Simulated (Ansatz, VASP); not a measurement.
**Two plane-wave programs on SiC**

INCAR

```
SYSTEM = SiC
PREC = Accurate
ENCUT = 600
EDIFF = 1E-6
ISMEAR = 0
SIGMA = 0.02
LREAL = .FALSE.
LASPH = .TRUE.
NELM = 120
ALGO = Normal
ISIF = 2
LWAVE = .FALSE.
LCHARG = .TRUE.
GGA = PE
LELF = .TRUE.
LVHAR = .TRUE.
NBANDS = 11
GGA_COMPAT = .FALSE.
```

The input KPOINTS:

```
regular mesh
0
G
  10 10 10
  0 0 0
```

Contents of POSCAR:

```
SiC
1.0
    0.0000000000      2.1898586840      2.1898586840
    2.1898586840      0.0000000000      2.1898586840
    2.1898586840      2.1898586840      0.0000000000
Si C
1 1
Direct
    0.0000000000      0.0000000000      0.0000000000
    0.2500000000      0.2500000000      0.2500000000
```

Input for Ansatz:

```yaml
crystal:
  lattice:
    - [0.0, 2.189858684, 2.189858684]
    - [2.189858684, 0.0, 2.189858684]
    - [2.189858684, 2.189858684, 0.0]
  atoms:
    - { symbol: Si, position: [0.0, 0.0, 0.0] }
    - { symbol: C, position: [0.25, 0.25, 0.25] }
basis:
  ecutwfc: 420
kpoints:
  mp_grid: { grid: [10, 10, 10] }
  band_path:
    path:
      - [[0.0, 0.0, 0.0], [-0.5, -0.5, 0.0], [-0.375, -0.375, 0.25]]
      - [[-0.375, 0.0, 0.375], [0.0, 0.0, 0.0], [0.0, 0.0, 0.5], [-0.5, -0.25, 0.25], [-0.5, -0.5, 0.0]]
    npoints: 10
hamiltonian:
  xc: pbe
  pseudopotentials: { kind: paw, azcp: { folder: soft_1 } }
scf:
  occupations: { method: gaussian, width: 0.02 }
  n_extra_bands: 7
output:
  forces: true
  stress: true
  eigenvalues: true
```

Alike in both runs: task single point; functional PBE; k mesh 10 × 10 × 10; occupations gaussian, width 0.02 eV; no spin polarisation.

|  | VASP | Ansatz |
| --- | --- | --- |
| version | VASP 6.6.1 | Ansatz 0.2.0 |
| potentials or method | VASP PAW PBE potentials, release 64 (Si, C), cutoff 600 eV | scalar-relativistic, plane waves, PAW |
| valence electrons in the cell | 8 | 8 |

|  | VASP | Ansatz | Ansatz less VASP |
| --- | --- | --- | --- |
| gap on the k mesh at the Fermi level (eV) | 1.37 | 1.37 | +0.002 |
| least direct gap on the mesh (eV) | 4.53 | 4.53 | +0.008 |
| pressure (GPa) | -0.2 | 0.0 | +0.18 |
